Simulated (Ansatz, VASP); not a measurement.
# Two plane-wave programs on Si2C

```
CELL_PARAMETERS angstrom
2.81560 0.00000 0.00000
-1.40780 2.43838 0.00000
0.00000 0.00000 12.58650
ATOMIC_POSITIONS crystal
Si 0.33333 0.66667 0.66667
Si 0.33333 0.66667 0.33333
Si 0.66667 0.33333 0.66667
Si 0.66667 0.33333 0.33333
C 0.33333 0.66667 0.00000
C 0.66667 0.33333 0.00000
```

Alike in both runs: task relaxation of cell and atoms; functional PBE; k mesh 6 × 6 × 2; occupations gaussian, width 0.1 eV; no spin polarisation.

```csv
,VASP,Ansatz
version,VASP 6.6.1,Ansatz 0.2.0
potentials or method,"VASP PAW PBE potentials, release 64 (Si, C), cutoff 600 eV","scalar-relativistic, plane waves, PAW"
valence electrons in the cell,24,24
```

Ansatz gave:

- gap on the k mesh at the Fermi level, each at its own relaxed structure (eV): none
- relaxed volume (Å³/atom): 17.28
- relaxed cell length with the largest relative difference (Å): 7.373

Q: What did VASP give for the same quantities?

A: gap on the k mesh at the Fermi level, each at its own relaxed structure (eV): none; relaxed volume (Å³/atom): 16.75; relaxed cell length with the largest relative difference (Å): 7.290.

A gap of «none» marks a metal or a gap that the smearing closes.

The k mesh is coarse, so the values compare programs but aren't converged. Noted on VASP's run: the volume moved by over 15 % at a fixed basis, so the end points are rough.
